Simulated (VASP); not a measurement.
# Cu (P6_3/mmc) in VASP: notebook

Runs on Cu. Level: PBEsol. Tasks: single point.

Everything below comes from runs of VASP 6.6.1. Logs are shortened: lines on timing, memory, paths and dates and some standing lists are left out, and cuts for length are marked.

## 1. The cell of the first run

Symmetry: P6_3/mmc, No. 194, hexagonal system. Conventional cell: a = 2.482 Å, b = 2.482 Å, c = 4.029 Å, α = 90.00°, β = 90.00°, γ = 120.00°. Within 3.3 Å of Cu (site symmetry -6m2) lie 12 Cu at 2.47 to 2.48 Å.

## 2. Single point, PBEsol

Input file INCAR:

```
SYSTEM = Cu
ALGO = Normal ; EDIFF = 1E-6
ENCUT = 520 ; GGA = PS
ISIF = 2 ; ISMEAR = -1
LASPH = .True. ; LCHARG = .False.
LREAL = .False. ; LWAVE = .False.
NBANDS = 18 ; NELM = 100
PREC = Accurate ; SIGMA = 0.05
```

Input file KPOINTS:

```
k-points
0
Gamma
  13 13 7
  0 0 0
```

Input file POSCAR:

```
Cu
1.0
    2.4823662193      0.0000000000      0.0000000000
   -1.2411826199      2.1497918375      0.0000000000
    0.0000000000      0.0000000000      4.0286174227
Cu
2
Direct
    0.3333333333      0.6666666667      0.2500000000
    0.6666666667      0.3333333333      0.7500000000
```

Potentials or basis: VASP PAW PBE potentials, release 64 (Cu).

The run is started by

```
cat potpaw_PBE.64/Cu/POTCAR > POTCAR
mpirun -np 1 vasp_std > vasp.out
```

OUTCAR:

```text
SYSTEM = Cu
   EDIFF = 1E-6
   ENCUT = 520
   GGA = PS
   ISIF = 2
   ISMEAR = -1
   LASPH = .True.
   LREAL = .False.
   NELM = 100
   PREC = Accurate

 ion  position               nearest neighbor table
   1  0.333  0.667  0.250-   2 2.47   2 2.47   2 2.47   2 2.47   2 2.47   2 2.47
   2  0.667  0.333  0.750-   1 2.47   1 2.47   1 2.47   1 2.47   1 2.47   1 2.47

  LATTYP: Found a hexagonal cell.
 ALAT       =     2.4823662193
 C/A-ratio  =     1.6228940723

  Lattice vectors:

 A1 = (   2.4823662193,   0.0000000000,   0.0000000000)
 A2 = (  -1.2411826199,   2.1497918375,   0.0000000000)
 A3 = (   0.0000000000,   0.0000000000,   4.0286174227)

Analysis of symmetry for initial positions (statically):
=====================================================================
 Subroutine PRICEL returns:
 Original cell was already a primitive cell.

 Routine SETGRP: Setting up the symmetry group for a
 hexagonal supercell.

 Subroutine GETGRP returns: Found 24 space group operations
 (whereof 12 operations were pure point group operations)
 out of a pool of 24 trial point group operations.

The static configuration has the point symmetry D_3d.
 The point group associated with its full space group is D_6h.

Analysis of symmetry for dynamics (positions and initial velocities):
=====================================================================
 Subroutine PRICEL returns:
 Original cell was already a primitive cell.

 Routine SETGRP: Setting up the symmetry group for a
 hexagonal supercell.

 Subroutine GETGRP returns: Found 24 space group operations
 (whereof 12 operations were pure point group operations)
 out of a pool of 24 trial point group operations.

The dynamic configuration has the point symmetry D_3d.
 The point group associated with its full space group is D_6h.

 Subroutine INISYM returns: Found 24 space group operations
 (whereof 12 operations are pure point group operations),
 and found     1 'primitive' translations

----------------------------------------------------------------------------------------

                                     Primitive cell

  volume of cell :      21.4990

  direct lattice vectors                    reciprocal lattice vectors
     2.482366219  0.000000000  0.000000000     0.402841447  0.232580566  0.000000000
    -1.241182620  2.149791838  0.000000000     0.000000000  0.465161316  0.000000000
     0.000000000  0.000000000  4.028617423     0.000000000  0.000000000  0.248224116

  length of vectors
     2.482366219  2.482365654  4.028617423     0.465161210  0.465161316  0.248224116

  position of ions in fractional coordinates (direct lattice)
     0.333333333  0.666666667  0.250000000
     0.666666667  0.333333333  0.750000000

  ion indices of the primitive-cell ions
   primitive index   ion index
                 1           1
                 2           2

----------------------------------------------------------------------------------------

 KPOINTS: k-points

Automatic generation of k-mesh.
 Grid dimensions read from file:
 generate k-points for:   13   13    7

 Generating k-lattice:

  Cartesian coordinates                     Fractional coordinates (reciprocal lattice)
     0.030987804  0.017890813  0.000000000     0.076923077  0.000000000  0.000000000
     0.000000000  0.035781640  0.000000000     0.000000000  0.076923077  0.000000000
     0.000000000  0.000000000  0.035460588     0.000000000  0.000000000  0.142857143

  Length of vectors
     0.035781632  0.035781640  0.035460588

  Shift w.r.t. Gamma in fractional coordinates (k-lattice)
     0.000000000  0.000000000  0.000000000

 Subroutine IBZKPT returns following result:
 ===========================================

 Found     84 irreducible k-points:

 Following reciprocal coordinates:
            Coordinates               Weight
  0.000000  0.000000  0.000000      1.000000
  0.076923 -0.000000  0.000000      6.000000
  0.153846  0.000000  0.000000      6.000000
  0.230769 -0.000000  0.000000      6.000000
  0.307692  0.000000  0.000000      6.000000
  0.384615 -0.000000  0.000000      6.000000
[... 16 lines left out ...]
  0.076923 -0.000000  0.142857     12.000000
  0.153846  0.000000  0.142857     12.000000
 [... further k-points ...]
   k-points           NKPTS =     84   k-points in BZ     NKDIM =     84   number of bands    NBANDS=     18
   number of dos      NEDOS =    301   number of ions     NIONS =      2
   total plane-waves  NPLWV =   9720
   dimension x,y,z NGX =    18 NGY =   18 NGZ =   30
   dimension x,y,z NGXF=    36 NGYF=   36 NGZF=   60
   ions per type =               2
   NGX,Y,Z   is equivalent  to a cutoff of  12.05, 12.05, 12.38 a.u.
   NGXF,Y,Z  is equivalent  to a cutoff of  24.11, 24.11, 24.76 a.u.
 SYSTEM =  Cu
   PREC   = accura    normal or accurate (medium, high low for compatibility)
   ISTART =      0    job   : 0-new  1-cont  2-samecut
   ICHARG =      2    charge: 1-file 2-atom 10-const
   ISPIN  =      1    spin polarized calculation?
   LNONCOLLINEAR =      F non collinear calculations
   LSORBIT =      F    spin-orbit coupling
   LASPH  =      T    aspherical Exc in radial PAW
   ENCUT  =  520.0 eV  38.22 Ry    6.18 a.u.   4.62  4.62  7.49*2*pi/ulx,y,z
   NELM   =    100;   NELMIN=  2; NELMDL= -5     # of ELM steps
   EDIFF  = 0.1E-05   stopping-criterion for ELM
   LREAL  =      F    real-space projection
   EDIFFG = 0.1E-04   stopping-criterion for IOM
   NSW    =      0    number of steps for IOM
   IBRION =     -1    ionic relax: 0-MD 1-quasi-New 2-CG
   NFREE  =      0    steps in history (QN), initial steepest desc. (CG)
   ISIF   =      2    stress and relaxation
   ISYM   =      2    0-nonsym 1-usesym 2-fastsym
   POTIM  = 0.5000    time-step for ionic-motion
   TEBEG  =    0.0;   TEEND  =   0.0 temperature during run
   PSTRESS=    0.0 pullay stress
   NELECT =      22.0000    total number of electrons
   NUPDOWN=      -1.0000    fix difference up-down
   EMIN   =  10.00;   EMAX   =-10.00  energy-range for DOS
   EFERMI =   0.00;   METHOD = LEGACY
   ISMEAR =    -1;   SIGMA  =   0.05  broadening in eV -4-tet -1-fermi 0-gaus
   EFERMI_NEDOS =   21; number of points for ismear=-14 and -15
   IALGO  =     38    algorithm
   IMIX   =      4    mixing-type and parameters
     AMIX     =   0.40;   BMIX     =  1.00
     AMIX_MAG =   1.60;   BMIX_MAG =  1.00
  volume/ion in A,a.u.               =      10.75        72.54
  Fermi-wavevector in a.u.,A,eV,Ry     =   1.649718  3.117514 37.029186  2.721568
  Thomas-Fermi vector in A             =   2.738790
   LORBIT       =      0    0 simple, 1 ext, 2 COOP (PROOUT), +10 PAW based schemes
   GGA     = PS    functional components
   LHFCALC =     F    Hartree Fock is set to
   AEXX    =    0.0000 exact exchange contribution
   IVDW    =     0    specifies the selected vdW correction
   LEPSILON=     F    determine dielectric tensor
   LRPA    =     F    only Hartree local field effects (RPA)
 non-spin polarized calculation
  energy-cutoff  :      520.00
  volume of cell :       21.50
 maximum number of plane-waves:       590
   NGX =  9   NGY =  9   NGZ = 15

 number of electron      21.9999989 magnetization

 Free energy of the ion-electron system (eV)
  ---------------------------------------------------
  ext. energy  EPLUGINS =         0.00000000
  ---------------------------------------------------
  free energy    TOTEN  =        -8.57194919 eV

  energy without entropy =       -8.56963600  energy(sigma->0) =       -8.57079259

 E-fermi :   8.6319     XC(G=0): -13.4671

 val. band max:        8.5112146393   @ k =   0.3846  -0.0000   0.4286
 cond. band min:       8.6876087667   @ k =   0.1538   0.0000   0.1429
 fundamental gap:      0.1763941275
 Fermi energy:         8.6318629525

 k-point     1 :       0.0000    0.0000    0.0000
  band No.  band energies     occupation
      1      -1.5104      2.00000
      2       2.9729      2.00000
      3       5.3030      2.00000
      4       5.3446      2.00000
      5       5.3446      2.00000
      6       5.5931      2.00000
[... 10 lines left out ...]
     17      33.2634      0.00000
     18      33.2650      0.00000

 k-point     2 :       0.0769   -0.0000    0.0000
  band No.  band energies     occupation
      1      -1.3065      2.00000
      2       3.0920      2.00000
      3       5.1599      2.00000
      4       5.4240      2.00000
      5       5.4636      2.00000
      6       5.5569      2.00000
[... 10 lines left out ...]
     17      33.9916      0.00000
     18      34.1313      0.00000

 k-point     3 :       0.1538    0.0000    0.0000
  band No.  band energies     occupation
      1      -0.7076      2.00000
      2       3.4022      2.00000
      3       4.9554      2.00000
      4       5.2164      2.00000
      5       5.4243      2.00000
      6       5.6502      2.00000
[... 10 lines left out ...]
     17      31.8945      0.00000
     18      34.0180      0.00000

 k-point     4 :       0.2308   -0.0000    0.0000
  band No.  band energies     occupation
      1       0.2400      2.00000
      2       3.7313      2.00000
      3       4.6321      2.00000
      4       4.7821      2.00000
      5       5.3215      2.00000
      6       5.5762      2.00000
[... 375 lines left out ...]
      4       5.3050      2.00000
      5       5.3050      2.00000
      6       5.5501      2.00000
[... 10 lines left out ...]
     17      31.8431      0.00000
     18      33.1801      0.00000

 k-point    23 :       0.0769   -0.0000    0.1429
  band No.  band energies     occupation
      1      -1.1077      2.00000
      2       2.9897      2.00000
      3       5.1557      2.00000
      4       5.3625      2.00000
      5       5.3758      2.00000
      6       5.4492      2.00000
[... 10 lines left out ...]
     17      31.6551      0.00000
     18      33.4192      0.00000

 k-point    24 :       0.1538    0.0000    0.1429
  band No.  band energies     occupation
      1      -0.5151      2.00000
      2       3.3335      2.00000
      3       4.9717      2.00000
      4       5.0067      2.00000
      5       5.3651      2.00000
      6       5.5459      2.00000
[... 10 lines left out ...]
     17      30.8715      0.00000
     18      32.1691      0.00000

 [... further k-points ...]
[... 5 lines left out ...]
  --------------------------------------------------------------------------------------
  -------------------------------------------------------------------------------------
  Total        1.2228580      1.2228576      1.7790990      0.0000003      0.0000000     -0.0000000
  in kB       91.1314617     91.1314304    132.5843980      0.0000208      0.0000000     -0.0000000
  external PRESSURE =     104.9490967 kB  Pullay stress =       0.0000000 kB

 VOLUME and BASIS-vectors are now :
 -----------------------------------------------------------------------------
  energy-cutoff  :      520.00
  volume of cell :       21.50
      direct lattice vectors                 reciprocal lattice vectors
     2.482366219  0.000000000  0.000000000     0.402841447  0.232580566  0.000000000
    -1.241182620  2.149791838  0.000000000     0.000000000  0.465161316  0.000000000
     0.000000000  0.000000000  4.028617423     0.000000000  0.000000000  0.248224116

 POSITION                                       TOTAL-FORCE (eV/Angst)
 -----------------------------------------------------------------------------------
      0.00000      1.43319      1.00715         0.000000     -0.000000      0.000000
      1.24118      0.71660      3.02146        -0.000000      0.000000      0.000000
 -----------------------------------------------------------------------------------
    total drift:                                0.000000     -0.000000      0.000000

  FREE ENERGIE OF THE ION-ELECTRON SYSTEM (eV)
  ---------------------------------------------------
  free  energy   TOTEN  =        -8.5719491932 eV

  energy  without entropy=       -8.5696359955  energy(sigma->0) =       -8.57079259
```

Wall time 16 s (1 thread of Intel Xeon Platinum 8559C (Emerald Rapids), shared host); peak memory 0.14 GiB.

Results:

| Quantity | Value |
| --- | --- |
| Free energy | -8.5719 eV |
| Pressure | 10.5 GPa |
| Band gap on the k mesh | zero (band 11 reaches 11.82 eV, above the bottom of band 12 at 6.61 eV) |

Stress tensor (GPa, compression positive):
```
 9.11  0.00  0.00
 0.00  9.11  0.00
 0.00  0.00 13.26
```

Levels at points of the mesh, in eV from the Fermi level:
```
           k point  band 8  band 9  band 10  band 11  band 12  band 13  band 14  band 15
(0.00, 0.00, 0.00)   -2.73   -2.73    -1.85    -1.85    -1.27     4.31    22.00    23.01
```

Caveat: the PAW data sets were made with another functional, which shifts forces and pressure a little.

## 3. Single point, PBEsol

This run uses another cell than the first one, of 10.98 Å³/atom, 1.021 times its volume.

Input file INCAR:

```
  PREC = Accurate
  ENCUT = 520
  EDIFF = 1E-7
  ISMEAR = -1
  SIGMA = 0.05
  LREAL = False
  LASPH = True
  NELM = 100
  ALGO = Normal
  ISIF = 2
  LWAVE = False
  LCHARG = False
  GGA = PS
  NBANDS = 18
```

Input file KPOINTS:

```
Automatic mesh
0
Gamma
  13 13 7
```

Input file POSCAR:

```
Cu
1.0
    2.4998482476      0.0000000000      0.0000000000
   -1.2499236305      2.1649317155      0.0000000000
    0.0000000000      0.0000000000      4.0569889027
Cu
2
Direct
    0.3333333333      0.6666666667      0.2500000000
    0.6666666667      0.3333333333      0.7500000000
```

Potentials or basis: VASP PAW PBE potentials, release 64 (Cu).

The run is started by

```
cat potpaw_PBE.64/Cu/POTCAR > POTCAR
mpirun -np 1 vasp_std > vasp.out
```

Wall time 19 s (1 thread of Intel Xeon Platinum 8559C (Emerald Rapids), shared host); peak memory 0.15 GiB.

The run converged. Its results:

```
Free energy            : -8.5959 eV
Pressure               : 6.2 GPa
Band gap on the k mesh : zero (band 11 reaches 11.48 eV, above the bottom of band 12 at 6.36 eV)
```

Stress tensor (GPa, compression positive):
```
4.84 0.00 0.00
0.00 4.84 0.00
0.00 0.00 8.80
```

Levels at points of the mesh, in eV from the Fermi level:
```tsv
k point	band 9	band 10	band 11	band 12	band 13	band 14
(0.00, 0.00, 0.00)	-2.67	-1.82	-1.82	-1.20	4.20	21.83
```

Caveat: the PAW data sets were made with another functional, which shifts forces and pressure a little.
